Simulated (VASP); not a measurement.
Input of a VASP 6.6.1 run:

INCAR

```
  ALGO = Normal
  EDIFF = 1E-7
  ENCUT = 520
  GGA = PS
  ISIF = 2
  ISMEAR = -1
  ISPIN = 2
  LASPH = True
  LCHARG = False
  LMAXMIX = 4
  LORBIT = 11
  LREAL = False
  LWAVE = False
  MAGMOM = 4 0
  NBANDS = 25
  NELM = 150
  PREC = Accurate
  SIGMA = 0.1
```

File KPOINTS:

```
k-points
0
Gamma
  9 9 9
```

The input POSCAR:

```
MnRh
1.0
    3.1037014315      0.0000000000      0.0000000000
    0.0000000000      3.1037014315      0.0000000000
    0.0000000000      0.0000000000      3.1037014315
Mn Rh
1 1
Direct
    0.0000000000      0.0000000000      0.0000000000
    0.5000000000      0.5000000000      0.5000000000
```

Potentials or basis: VASP PAW PBE potentials, release 64 (Mn_pv, Rh_pv).

Launch:

```bash
$ cat potpaw_PBE.64/Mn_pv/POTCAR potpaw_PBE.64/Rh_pv/POTCAR > POTCAR
$ mpirun -np 1 vasp_std > vasp.out
```

Estimate the net moment.

4.11 μB per cell.

Estimate the pressure.

-17.7 GPa.

What does it give for the site moments?

Mn +3.58; Rh +0.42 μB.

Caveat: the cell stands under tension; the PAW data sets were made with another functional, which shifts forces and pressure a little.
